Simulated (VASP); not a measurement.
# RbBr (Pm-3m) in VASP: notebook, part 2 of 2

VASP 6.6.1. The steps go on from the part before.

## (3) Single point, PBEsol

This run uses another cell than the first one, of 19.32 Å³/atom, 0.846 times its volume.

File INCAR:

```
  ALGO = Normal
  EDIFF = 1E-6
  ENCUT = 520
  GGA = PS
  ISIF = 2
  ISMEAR = -1
  LASPH = True
  LCHARG = True
  LELF = True
  LREAL = False
  LVHAR = True
  LWAVE = False
  NBANDS = 15
  NELM = 100
  PREC = Accurate
  SIGMA = 0.03
```

File KPOINTS:

```
k-points
0
Gamma
  7 7 7
```

File POSCAR:

```
RbBr
1.0
    3.3805828960      0.0000000000      0.0000000000
    0.0000000000      3.3805828960      0.0000000000
    0.0000000000      0.0000000000      3.3805828960
Rb Br
1 1
Direct
    0.0000000000      0.0000000000      0.0000000000
    0.5000000000      0.5000000000      0.5000000000
```

Potentials or basis: VASP PAW PBE potentials, release 64 (Rb_sv, Br).

Launch:

```bash
$ cat potpaw_PBE.64/Rb_sv/POTCAR potpaw_PBE.64/Br/POTCAR > POTCAR
$ mpirun -np 1 vasp_std > vasp.out
```

OUTCAR:

```text
EDIFF = 1E-6
   ENCUT = 520
   GGA = PS
   ISIF = 2
   ISMEAR = -1
   LASPH = True
   LREAL = False
   NELM = 100
   PREC = Accurate

 ion  position               nearest neighbor table
   1  0.000  0.000  0.000-   2 2.93   2 2.93   2 2.93   2 2.93   2 2.93   2 2.93   2 2.93   2 2.93

   2  0.500  0.500  0.500-   1 2.93   1 2.93   1 2.93   1 2.93   1 2.93   1 2.93   1 2.93   1 2.93

  LATTYP: Found a simple cubic cell.
 ALAT       =     3.3805828960

  Lattice vectors:

 A1 = (   3.3805828960,   0.0000000000,   0.0000000000)
 A2 = (   0.0000000000,   3.3805828960,   0.0000000000)
 A3 = (   0.0000000000,   0.0000000000,   3.3805828960)

Analysis of symmetry for initial positions (statically):
=====================================================================
 Subroutine PRICEL returns:
 Original cell was already a primitive cell.

 Routine SETGRP: Setting up the symmetry group for a
 simple cubic supercell.

 Subroutine GETGRP returns: Found 48 space group operations
 (whereof 48 operations were pure point group operations)
 out of a pool of 48 trial point group operations.
[... 169 lines left out ...]
      3      -5.3371      2.00000
      4      -5.3371      2.00000
      5      -5.3371      2.00000
      6       3.6746      2.00000
      7       3.6746      2.00000
      8       3.6746      2.00000
      9       7.2311      0.00000
     10       7.2311      0.00000
     11      11.0639      0.00000
     12      14.7205      0.00000
     13      14.7205      0.00000
     14      14.7205      0.00000
[... 329 lines left out ...]
      2      -9.6251      2.00000
      3      -6.3430      2.00000
      4      -6.2764      2.00000
      5      -6.2764      2.00000
      6      -0.0510      2.00000
      7      -0.0510      2.00000
      8       0.3435      2.00000
      9      13.0618      0.00000
     10      13.8674      0.00000
     11      13.8674      0.00000
     12      16.6492      0.00000
     13      16.6492      0.00000
     14      16.8652      0.00000
     15      19.5908      0.00000

------------------------ aborting loop because EDIFF is reached ----------------------------------------

  FORCE on cell =-STRESS in cart. coord.  units (eV):
  Direction    XX          YY          ZZ          XY          YZ          ZX
  --------------------------------------------------------------------------------------
  -------------------------------------------------------------------------------------
  Total        9.5390721      9.5390721      9.5390721      0.0000000     -0.0000000     -0.0000000
  in kB      395.5869404    395.5869404    395.5869404      0.0000000     -0.0000000     -0.0000000
  external PRESSURE =     395.5869404 kB  Pullay stress =       0.0000000 kB

 VOLUME and BASIS-vectors are now :
 -----------------------------------------------------------------------------
  energy-cutoff  :      520.00
  volume of cell :       38.63
      direct lattice vectors                 reciprocal lattice vectors
     3.380582896  0.000000000  0.000000000     0.295806975  0.000000000  0.000000000
     0.000000000  3.380582896  0.000000000     0.000000000  0.295806975  0.000000000
     0.000000000  0.000000000  3.380582896     0.000000000  0.000000000  0.295806975

 POSITION                                       TOTAL-FORCE (eV/Angst)
 -----------------------------------------------------------------------------------
      0.00000      0.00000      0.00000         0.000000      0.000000      0.000000
      1.69029      1.69029      1.69029         0.000000      0.000000      0.000000
 -----------------------------------------------------------------------------------
    total drift:                               -0.000000      0.000000      0.000000

  FREE ENERGIE OF THE ION-ELECTRON SYSTEM (eV)
  ---------------------------------------------------
  free  energy   TOTEN  =        -4.2348977883 eV

  energy  without entropy=       -4.2348977883  energy(sigma->0) =       -4.23489779
```

OSZICAR:

```text
N       E                     dE             d eps       ncg     rms          rms(c)
DAV:   1     0.722318408955E+02    0.72232E+02   -0.77876E+03   600   0.101E+03
DAV:   2    -0.111212056856E+01   -0.73344E+02   -0.67578E+02   812   0.186E+02
DAV:   3    -0.439389331980E+01   -0.32818E+01   -0.32665E+01   818   0.370E+01
DAV:   4    -0.447083368376E+01   -0.76940E-01   -0.76936E-01   755   0.541E+00
DAV:   5    -0.447265380192E+01   -0.18201E-02   -0.18201E-02   836   0.651E-01    0.119E+01
DAV:   6    -0.426687217434E+01    0.20578E+00   -0.18071E-01   719   0.325E+00    0.794E+00
DAV:   7    -0.423990718817E+01    0.26965E-01   -0.17163E-01   755   0.309E+00    0.149E+00
DAV:   8    -0.423478952337E+01    0.51177E-02   -0.31573E-02   691   0.135E+00    0.222E-01
DAV:   9    -0.423492623745E+01   -0.13671E-03   -0.17405E-03   733   0.284E-01    0.824E-02
DAV:  10    -0.423491257856E+01    0.13659E-04   -0.21058E-04   761   0.112E-01    0.778E-02
DAV:  11    -0.423489843523E+01    0.14143E-04   -0.28175E-05   699   0.441E-02    0.309E-02
DAV:  12    -0.423489778832E+01    0.64691E-06   -0.98558E-06   768   0.200E-02
   1 F= -.42348978E+01 E0= -.42348978E+01  d E =-.196372E-11
```

Run time: 10 s. Hardware: 1 thread of Intel Xeon Platinum 8259CL at 2.50GHz (Skylake/Cascade Lake), shared host; peak memory 0.15 GiB.

Results:

```yaml
Free_energy: -4.2349 eV
Pressure: 39.6 GPa
Band_gap_on_the_k_mesh: 3.56 eV, direct
```

Caveat: the PAW data sets were made with another functional, which shifts forces and pressure a little. A k mesh can miss the band edges.

## (4) Single point, PBEsol

File INCAR:

```
SYSTEM = RbBr
ALGO = Normal
EDIFF = 1E-7
ENCUT = 520
GGA = PS
ISIF = 2
ISMEAR = -1
LASPH = .True.
LCHARG = .False.
LREAL = .False.
LWAVE = .False.
NBANDS = 15
NELM = 60
PREC = Accurate
SIGMA = 0.03
```

File KPOINTS:

```
k-points
0
Gamma
  7 7 7
  0 0 0
```

POSCAR is that of step 3.

Launch:

```bash
$ cat potpaw_PBE.64/Rb_sv/POTCAR potpaw_PBE.64/Br/POTCAR > POTCAR
$ mpirun -np 1 vasp_std > vasp.out
```

Wall time 11 s (1 thread of Intel Xeon Platinum 8259CL at 2.50GHz (Skylake/Cascade Lake), shared host); peak memory 0.15 GiB.

It converged, with:

```
Free energy            : -4.2349 eV
Pressure               : 39.6 GPa
Band gap on the k mesh : 3.56 eV, direct
```

Levels at points of the mesh, in eV from the valence-band top:
```tsv
k point	band 4	band 5	band 6	band 7	band 8	band 9	band 10	band 11	band 12	band 13
(0.00, 0.00, 0.00)	-9.01	-9.01	0.00	0.00	0.00	3.56	3.56	7.39	11.05	11.05
```

Caveat: the PAW data sets were made with another functional, which shifts forces and pressure a little. A k mesh can miss the band edges.
